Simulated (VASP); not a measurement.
# TiAu (Pm-3m) in VASP: a series of runs

TiAu is run at these levels: LDA; tasks: single point, relaxation of cell and atoms.

All numbers are computed with VASP 6.6.1; they aren't measurements. Logs are shortened: lines on timing, memory, paths and dates and some standing lists are left out, and cuts for length are marked.

### 1 The cell of the first run

Symmetry: Pm-3m, No. 221, cubic system. The conventional cell has a = 3.213 Å, b = 3.213 Å, c = 3.213 Å, α = 90.00°, β = 90.00°, γ = 90.00°. Within 3.7 Å of Ti (site symmetry m-3m) lie 8 Au at 2.78 Å and 6 Ti at 3.21 Å. Au (site symmetry m-3m) has 8 Ti at 2.78 Å and 6 Au at 3.21 Å within 3.7 Å.

### 2 Single point, LDA (volume scaled by 1.02)

File INCAR:

```
ALGO     = Normal         # electronic algorithm
EDIFF    = 1E-6           # SCF threshold, eV
ENCUT    = 520            # plane-wave cutoff, eV
GGA      = CA             # functional
ISIF     = 2              # what is computed and relaxed
ISMEAR   = -1             # smearing method
LASPH    = True           # aspherical terms in the spheres
LCHARG   = True           # write CHGCAR
LELF     = True           # ELF
LREAL    = False          # projectors in reciprocal space
LVHAR    = True         
LWAVE    = False          # write WAVECAR
NBANDS   = 18             # bands
NELM     = 80             # most SCF steps
PREC     = Accurate       # precision mode
SIGMA    = 0.15           # smearing width, eV
```

File KPOINTS:

```
k-points
0
Gamma
  14 14 14
```

File POSCAR:

```
TiAu
1.0
    3.2127369959      0.0000000000      0.0000000000
    0.0000000000      3.2127369959      0.0000000000
    0.0000000000      0.0000000000      3.2127369959
Ti Au
1 1
Direct
    0.5000000000      0.5000000000      0.5000000000
    0.0000000000      0.0000000000      0.0000000000
```

Potentials or basis: VASP PAW LDA potentials, release 64 (Ti_sv, Au).

The run is started by

```
$ cat potpaw_LDA.64/Ti_sv/POTCAR potpaw_LDA.64/Au/POTCAR > POTCAR
$ mpirun -np 1 vasp_std > vasp.out
```

OUTCAR:

```text
EDIFF = 1E-6
   ENCUT = 520
   GGA = CA
   ISIF = 2
   ISMEAR = -1
   LASPH = True
   LREAL = False
   NELM = 80
   PREC = Accurate

 ion  position               nearest neighbor table
   1  0.500  0.500  0.500-   2 2.78   2 2.78   2 2.78   2 2.78   2 2.78   2 2.78   2 2.78   2 2.78

   2  0.000  0.000  0.000-   1 2.78   1 2.78   1 2.78   1 2.78   1 2.78   1 2.78   1 2.78   1 2.78

  LATTYP: Found a simple cubic cell.
 ALAT       =     3.2127369959

  Lattice vectors:

 A1 = (   3.2127369959,   0.0000000000,   0.0000000000)
 A2 = (   0.0000000000,   3.2127369959,   0.0000000000)
 A3 = (   0.0000000000,   0.0000000000,   3.2127369959)

Analysis of symmetry for initial positions (statically):
=====================================================================
 Subroutine PRICEL returns:
 Original cell was already a primitive cell.

 Routine SETGRP: Setting up the symmetry group for a
 simple cubic supercell.

 Subroutine GETGRP returns: Found 48 space group operations
 (whereof 48 operations were pure point group operations)
 out of a pool of 48 trial point group operations.

The static configuration has the point symmetry O_h .

Analysis of symmetry for dynamics (positions and initial velocities):
=====================================================================
 Subroutine PRICEL returns:
 Original cell was already a primitive cell.

 Routine SETGRP: Setting up the symmetry group for a
 simple cubic supercell.

 Subroutine GETGRP returns: Found 48 space group operations
 (whereof 48 operations were pure point group operations)
 out of a pool of 48 trial point group operations.

The dynamic configuration has the point symmetry O_h .

 Subroutine INISYM returns: Found 48 space group operations
 (whereof 48 operations are pure point group operations),
 and found     1 'primitive' translations

----------------------------------------------------------------------------------------

                                     Primitive cell

  volume of cell :      33.1608

  direct lattice vectors                    reciprocal lattice vectors
     3.212736996  0.000000000  0.000000000     0.311261084  0.000000000  0.000000000
     0.000000000  3.212736996  0.000000000     0.000000000  0.311261084  0.000000000
     0.000000000  0.000000000  3.212736996     0.000000000  0.000000000  0.311261084

  length of vectors
     3.212736996  3.212736996  3.212736996     0.311261084  0.311261084  0.311261084

  position of ions in fractional coordinates (direct lattice)
     0.500000000  0.500000000  0.500000000
     0.000000000  0.000000000  0.000000000

  ion indices of the primitive-cell ions
   primitive index   ion index
                 1           1
                 2           2

----------------------------------------------------------------------------------------

 KPOINTS: k-points

Automatic generation of k-mesh.
 Grid dimensions read from file:
 generate k-points for:   14   14   14

 Generating k-lattice:

  Cartesian coordinates                     Fractional coordinates (reciprocal lattice)
     0.022232935  0.000000000  0.000000000     0.071428571  0.000000000  0.000000000
     0.000000000  0.022232935  0.000000000     0.000000000  0.071428571  0.000000000
     0.000000000  0.000000000  0.022232935     0.000000000  0.000000000  0.071428571

  Length of vectors
     0.022232935  0.022232935  0.022232935

  Shift w.r.t. Gamma in fractional coordinates (k-lattice)
     0.000000000  0.000000000  0.000000000

 Subroutine IBZKPT returns following result:
 ===========================================

 Found    120 irreducible k-points:

 Following reciprocal coordinates:
            Coordinates               Weight
  0.000000  0.000000  0.000000      1.000000
  0.071429  0.000000  0.000000      6.000000
  0.142857  0.000000  0.000000      6.000000
  0.214286  0.000000  0.000000      6.000000
  0.285714  0.000000  0.000000      6.000000
  0.357143  0.000000  0.000000      6.000000
[... 16 lines left out ...]
  0.285714  0.214286  0.000000     24.000000
  0.357143  0.214286  0.000000     24.000000
 [... further k-points ...]
   k-points           NKPTS =    120   k-points in BZ     NKDIM =    120   number of bands    NBANDS=     18
   number of dos      NEDOS =    301   number of ions     NIONS =      2
   total plane-waves  NPLWV =  13824
   dimension x,y,z NGX =    24 NGY =   24 NGZ =   24
   dimension x,y,z NGXF=    48 NGYF=   48 NGZF=   48
   ions per type =               1   1
   NGX,Y,Z   is equivalent  to a cutoff of  12.42, 12.42, 12.42 a.u.
   NGXF,Y,Z  is equivalent  to a cutoff of  24.84, 24.84, 24.84 a.u.
 SYSTEM =  unknown system
   PREC   = accura    normal or accurate (medium, high low for compatibility)
   ISTART =      0    job   : 0-new  1-cont  2-samecut
   ICHARG =      2    charge: 1-file 2-atom 10-const
   ISPIN  =      1    spin polarized calculation?
   LNONCOLLINEAR =      F non collinear calculations
[... 47 lines left out ...]
  ---------------------------------------------------
  free energy    TOTEN  =       -13.78440456 eV

  energy without entropy =      -13.55752738  energy(sigma->0) =      -13.67096597

 E-fermi :   9.6309     XC(G=0): -12.5912

 val. band max:        9.6237808308   @ k =   0.4286   0.2143   0.2143
 cond. band min:       9.6376777880   @ k =   0.2143   0.2143   0.0714
 fundamental gap:      0.0138969572
 Fermi energy:         9.6309426074

 k-point     1 :       0.0000    0.0000    0.0000
  band No.  band energies     occupation
      1     -47.0358      2.00000
      2     -23.5979      2.00000
      3     -23.5979      2.00000
      4     -23.5979      2.00000
      5       0.7464      2.00000
      6       3.1516      2.00000
[... 10 lines left out ...]
     17      16.5167      0.00000
     18      16.5167      0.00000

 k-point     2 :       0.0714    0.0000    0.0000
  band No.  band energies     occupation
      1     -47.0351      2.00000
      2     -23.6058      2.00000
      3     -23.5975      2.00000
      4     -23.5975      2.00000
      5       0.8393      2.00000
      6       3.1791      2.00000
[... 10 lines left out ...]
     17      16.7801      0.00000
     18      16.7801      0.00000

 k-point     3 :       0.1429    0.0000    0.0000
  band No.  band energies     occupation
      1     -47.0332      2.00000
      2     -23.6277      2.00000
      3     -23.5963      2.00000
      4     -23.5963      2.00000
      5       1.1097      2.00000
      6       3.2581      2.00000
[... 10 lines left out ...]
     17      17.4855      0.00000
     18      17.4855      0.00000

 k-point     4 :       0.2143    0.0000    0.0000
  band No.  band energies     occupation
      1     -47.0303      2.00000
      2     -23.6593      2.00000
      3     -23.5946      2.00000
      4     -23.5946      2.00000
      5       1.5298      2.00000
      6       3.3783      2.00000
[... 10 lines left out ...]
     17      18.4840      0.00000
     18      18.4840      0.00000

 k-point     5 :       0.2857    0.0000    0.0000
  band No.  band energies     occupation
      1     -47.0272      2.00000
      2     -23.6941      2.00000
      3     -23.5927      2.00000
      4     -23.5927      2.00000
      5       2.0395      2.00000
      6       3.5212      2.00000
[... 10 lines left out ...]
     17      19.6644      0.00000
     18      19.6644      0.00000

 k-point     6 :       0.3571    0.0000    0.0000
  band No.  band energies     occupation
      1     -47.0244      2.00000
      2     -23.7253      2.00000
      3     -23.5910      2.00000
      4     -23.5910      2.00000
      5       2.5312      2.00000
      6       3.6603      2.00000
[... 307 lines left out ...]
 k-point    21 :       0.5000    0.1429    0.0000
  band No.  band energies     occupation
      1     -47.0195      2.00000
      2     -23.7493      2.00000
      3     -23.6155      2.00000
      4     -23.5864      2.00000
      5       3.1497      2.00000
      6       3.9874      2.00000
[... 10 lines left out ...]
     17      19.7810      0.00000
     18      21.6298      0.00000

 k-point    22 :       0.2143    0.2143    0.0000
  band No.  band energies     occupation
      1     -47.0252      2.00000
      2     -23.6575      2.00000
      3     -23.6485      2.00000
      4     -23.5902      2.00000
      5       2.1893      2.00000
      6       3.6461      2.00000
[... 10 lines left out ...]
     17      15.8482      0.00000
     18      19.6382      0.00000

 k-point    23 :       0.2857    0.2143    0.0000
  band No.  band energies     occupation
      1     -47.0223      2.00000
      2     -23.6867      2.00000
      3     -23.6489      2.00000
      4     -23.5877      2.00000
      5       2.5669      2.00000
      6       3.7437      2.00000
[... 10 lines left out ...]
     17      16.3439      0.00000
     18      20.4838      0.00000

 k-point    24 :       0.3571    0.2143    0.0000
  band No.  band energies     occupation
      1     -47.0196      2.00000
      2     -23.7161      2.00000
      3     -23.6460      2.00000
      4     -23.5854      2.00000
      5       2.8935      2.00000
      6       3.7904      2.00000
[... 10 lines left out ...]
     17      17.1199      0.00000
     18      21.4859      0.00000

 [... further k-points ...]
[... 5 lines left out ...]
  --------------------------------------------------------------------------------------
  -------------------------------------------------------------------------------------
  Total       -0.5966746     -0.5966746     -0.5966746      0.0000000      0.0000000      0.0000000
  in kB      -28.8285353    -28.8285353    -28.8285353      0.0000000      0.0000000      0.0000000
  external PRESSURE =     -28.8285353 kB  Pullay stress =       0.0000000 kB

 VOLUME and BASIS-vectors are now :
 -----------------------------------------------------------------------------
  energy-cutoff  :      520.00
  volume of cell :       33.16
      direct lattice vectors                 reciprocal lattice vectors
     3.212736996  0.000000000  0.000000000     0.311261084  0.000000000  0.000000000
     0.000000000  3.212736996  0.000000000     0.000000000  0.311261084  0.000000000
     0.000000000  0.000000000  3.212736996     0.000000000  0.000000000  0.311261084

 POSITION                                       TOTAL-FORCE (eV/Angst)
 -----------------------------------------------------------------------------------
      1.60637      1.60637      1.60637         0.000000      0.000000      0.000000
      0.00000      0.00000      0.00000         0.000000      0.000000      0.000000
 -----------------------------------------------------------------------------------
    total drift:                                0.000000      0.000000     -0.000000

  FREE ENERGIE OF THE ION-ELECTRON SYSTEM (eV)
  ---------------------------------------------------
  free  energy   TOTEN  =       -13.7844045564 eV

  energy  without entropy=      -13.5575273781  energy(sigma->0) =      -13.67096597
```

Wall time 26 s (1 thread of AMD EPYC 9R45 (Zen 5), shared host); peak memory 0.16 GiB.

Results:

- Free energy: -13.7844 eV
- Pressure: -2.9 GPa

Levels at points of the mesh, in eV from the Fermi level:
```csv
k point,band 9,band 10,band 11,band 12,band 13,band 14,band 15,band 16
"(0.00, 0.00, 0.00)",-4.49,-4.49,0.31,0.31,2.07,2.07,2.07,6.89
"(0.50, 0.00, 0.00)",-4.18,-3.95,-2.40,-0.84,0.25,0.25,1.49,2.73
"(0.50, 0.50, 0.00)",-3.39,-2.09,-0.28,-0.28,0.76,2.07,2.07,2.26
"(0.50, 0.50, 0.50)",-3.34,-2.00,-2.00,-2.00,2.32,2.32,2.49,7.82
```

Caveat: the cell differs from its parent crystal (volume scaled by 1.02); spin-orbit coupling is left out, which moves the levels of the heavy elements.

### 3 Single point, LDA

This run uses another cell than the first one, of 16.21 Å³/atom, 0.978 times its volume.

File INCAR:

```
ALGO = Normal ; EDIFF = 1E-6
ENCUT = 500 ; GGA_COMPAT = F
ISIF = 2 ; ISMEAR = 0
LASPH = T ; LCHARG = F
LREAL = F ; LWAVE = F
NBANDS = 18 ; NELM = 120
PREC = Accurate ; SIGMA = 0.1
```

File KPOINTS:

```
k-points
0
Gamma
  6 6 6
```

File POSCAR:

```
TiAu
1.0
    3.1885870431      0.0000000000      0.0000000000
    0.0000000000      3.1885870431      0.0000000000
    0.0000000000      0.0000000000      3.1885870431
Ti Au
1 1
Direct
    0.5000000000      0.5000000000      0.5000000000
    0.0000000000      0.0000000000      0.0000000000
```

Potentials or basis: VASP PAW LDA potentials, release 64 (Ti_sv, Au).

The run is started by

```
$ cat potpaw_LDA.64/Ti_sv/POTCAR potpaw_LDA.64/Au/POTCAR > POTCAR
$ mpirun -np 1 vasp_std > vasp.out
```

Run time: 9.6 s. Hardware: 1 thread of Intel Xeon Platinum 8375C at 2.90GHz (Ice Lake), shared host; peak memory 0.13 GiB.

It converged, with:

```yaml
Free_energy: -13.6802 eV
Pressure: 0.6 GPa
```

Levels at points of the mesh, in eV from the Fermi level:
| k point | band 10 | band 11 | band 12 | band 13 | band 14 | band 15 |
| --- | --- | --- | --- | --- | --- | --- |
| (0.00, 0.00, 0.00) | -4.51 | 0.34 | 0.34 | 2.14 | 2.14 | 2.14 |
| (0.50, 0.00, 0.00) | -3.99 | -2.34 | -0.88 | 0.25 | 0.25 | 1.53 |
| (0.50, 0.50, 0.00) | -2.05 | -0.25 | -0.25 | 0.80 | 2.15 | 2.15 |
| (0.50, 0.50, 0.50) | -2.05 | -2.05 | -2.05 | 2.39 | 2.39 | 2.67 |

Caveat: spin-orbit coupling is left out, which moves the levels of the heavy elements.

### 4 Single point, LDA

This run uses another cell than the first one, of 17.23 Å³/atom, 1.039 times its volume.

File INCAR:

```
SYSTEM = TiAu
PREC = Accurate
ENCUT = 500
EDIFF = 1E-6
ISMEAR = 0
SIGMA = 0.1
LREAL = .FALSE.
LASPH = .TRUE.
NELM = 120
ALGO = Normal
ISIF = 2
LWAVE = .FALSE.
LCHARG = .TRUE.
LELF = .TRUE.
LVHAR = .TRUE.
NBANDS = 18
GGA_COMPAT = .FALSE.
```

File KPOINTS:

```
regular mesh
0
G
  6 6 6
  0 0 0
```

File POSCAR:

```
TiAu
1.0
    3.2540000000      0.0000000000      0.0000000000
    0.0000000000      3.2540000000      0.0000000000
    0.0000000000      0.0000000000      3.2540000000
Ti Au
1 1
Direct
    0.5000000000      0.5000000000      0.5000000000
    0.0000000000      0.0000000000      0.0000000000
```

The run is started by

```
$ cat potpaw_LDA.64/Ti_sv/POTCAR potpaw_LDA.64/Au/POTCAR > POTCAR
$ mpirun -np 1 vasp_std > vasp.out
```

Wall time 13 s (1 thread of Intel Xeon Platinum 8375C at 2.90GHz (Ice Lake), shared host); peak memory 0.13 GiB.

The run converged. Its results:

| Property | Result |
| --- | --- |
| Free energy | -13.6265 eV |
| Pressure | -8.7 GPa |

Levels at points of the mesh, in eV from the Fermi level:
```csv
k point,band 10,band 11,band 12,band 13,band 14,band 15
"(0.00, 0.00, 0.00)",-4.31,0.29,0.29,1.95,1.95,1.95
"(0.50, 0.00, 0.00)",-3.78,-2.34,-0.76,0.26,0.26,1.42
"(0.50, 0.50, 0.00)",-2.03,-0.21,-0.21,0.72,1.94,1.94
"(0.50, 0.50, 0.50)",-1.86,-1.86,-1.86,2.19,2.19,2.37
```

Caveat: spin-orbit coupling is left out, which moves the levels of the heavy elements.

### 5 Relaxation of cell and atoms, LDA

This run uses another cell than the first one, of 17.23 Å³/atom, 1.039 times its volume.

File INCAR:

```
ALGO     = Normal         # electronic algorithm
EDIFF    = 1E-7           # SCF threshold, eV
EDIFFG   = -0.05          # ionic threshold
ENCUT    = 500            # plane-wave cutoff, eV
GGA_COMPAT= False        
IBRION   = 2              # ionic algorithm
ISIF     = 3              # what is computed and relaxed
ISMEAR   = 0              # smearing method
LASPH    = True           # aspherical terms in the spheres
LCHARG   = False          # write CHGCAR
LREAL    = False          # projectors in reciprocal space
LWAVE    = False          # write WAVECAR
NELM     = 120            # most SCF steps
NELMIN   = 4            
NSW      = 100            # ionic steps
PREC     = Accurate       # precision mode
SIGMA    = 0.1            # smearing width, eV
```

File KPOINTS:

```
k-points
0
Gamma
  6 6 6
```

POSCAR is that of step 4.

The run is started by

```
$ cat potpaw_LDA.64/Ti_sv/POTCAR potpaw_LDA.64/Au/POTCAR > POTCAR
$ mpirun -np 1 vasp_std > vasp.out
```

Wall time 26 s (1 thread of Intel Xeon Platinum 8375C at 2.90GHz (Ice Lake), shared host); peak memory 0.14 GiB.

The run converged. Its results:

```yaml
Free_energy: -13.6817 eV
Relaxed_volume: 16.28 Å³/atom
Relaxed_cell: a = 3.193 Å, b = 3.193 Å, c = 3.193 Å, α = 90.00°, β = 90.00°, γ = 90.00°
Space_group_after_relaxing_to_0.05_Å: Pm-3m (No. 221)
Energy_gained_by_relaxing: 27.6 meV/atom
Ionic_steps: 3
Pressure_after_relaxing: -0.2 GPa
```

The path:
| step | energy change (eV) | largest force (eV/Å) | pressure (GPa) | volume (Å³) |
| --- | --- | --- | --- | --- |
| 1 | 0.0000 | 0.0000 | -8.67 | 34.46 |
| 2 | 0.0657 | 0.0000 | 16.63 | 30.01 |
| 3 | -0.0552 | 0.0000 | -0.21 | 32.56 |

Final structure:
```
Ti Au
1.0
     3.19328    0.00000    0.00000
     0.00000    3.19328    0.00000
     0.00000    0.00000    3.19328
Ti Au
1 1
Direct
  0.50000 0.50000 0.50000
  0.00000 0.00000 0.00000
```

Levels at points of the mesh, in eV from the Fermi level:
```csv
k point,band 10,band 11,band 12,band 13,band 14,band 15
"(0.00, 0.00, 0.00)",-4.50,0.33,0.33,2.13,2.13,2.13
"(0.50, 0.00, 0.00)",-3.98,-2.34,-0.87,0.25,0.25,1.52
"(0.50, 0.50, 0.00)",-2.05,-0.25,-0.25,0.79,2.13,2.13
"(0.50, 0.50, 0.50)",-2.03,-2.03,-2.03,2.37,2.37,2.64
```

Caveat: spin-orbit coupling is left out, which moves the levels of the heavy elements. Zero-point motion and thermal expansion aren't in these numbers.

### 6 Overview

| task | cell | k mesh | cutoff (eV) | smearing | gap on the mesh (eV) | pressure (GPa) |
| --- | --- | --- | --- | --- | --- | --- |
| single point | a = 3.213 Å, 2 atoms | 14 × 14 × 14 | 520 | fermi-dirac 0.15 eV | none | -2.9 |
| single point | a = 3.189 Å, 2 atoms | 6 × 6 × 6 | 500 | gaussian 0.1 eV | none | 0.6 |
| single point | a = 3.254 Å, 2 atoms | 6 × 6 × 6 | 500 | gaussian 0.1 eV | none | -8.7 |
| relaxation of cell and atoms | relaxed from a = 3.254 Å, 2 atoms | 6 × 6 × 6 | 500 | gaussian 0.1 eV | none | -0.2 |

Alike in all rows: level LDA; potentials or basis VASP PAW LDA potentials, release 64 (Ti_sv, Au); no spin polarisation.

Caveats: spin-orbit coupling is left out, which moves the levels of the heavy elements.

Absolute energies hang on the potentials; compare differences alone.
